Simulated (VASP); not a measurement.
C, 2 atoms in the cell. Symmetry: Fddd, No. 70, orthorhombic system. The conventional cell has a = 3.375 Å, b = 3.643 Å, c = 3.697 Å, α = 90.00°, β = 90.00°, γ = 90.00°. Within 2.1 Å of C (site symmetry 222) lie 4 C at 1.55 Å.  This cell differs from its parent crystal: strain +e along x and -e along y -0.0375, strain +e along z and -e/2 along x and y +0.0350.

| Quantity | Value |
| --- | --- |
| Program | VASP 6.6.1 |
| Task | single point |
| Functional | PBE |
| Potentials or basis | VASP PAW PBE potentials, release 64 (C) |
| Cutoff | 520 eV |
| k mesh | 12 × 12 × 12 |
| Occupations | gaussian, width 0.05 eV |
| Spin | no spin polarisation |
| Dipole correction | no |
| Further INCAR settings | ALGO = Normal; EDIFF = 1e-06; NBANDS = 11 |

Potentials or basis: VASP PAW PBE potentials, release 64 (C).

The run is started by

```console
$ cat potpaw_PBE.64/C/POTCAR > POTCAR
$ mpirun -np 1 vasp_std > vasp.out
```

Hardware: 1 thread of Intel(R) Xeon(R) Platinum 8375C CPU @ 2.90GHz (Ice Lake), with other jobs on the host.

**Question.** Estimate the wall time of this run.

**Answer.** Wall time 20 s on 1 thread of Intel(R) Xeon(R) Platinum 8375C CPU @ 2.90GHz (Ice Lake), with other jobs on the host, peak memory 0.14 GiB. Counts: scf iterations 11, k points 280.
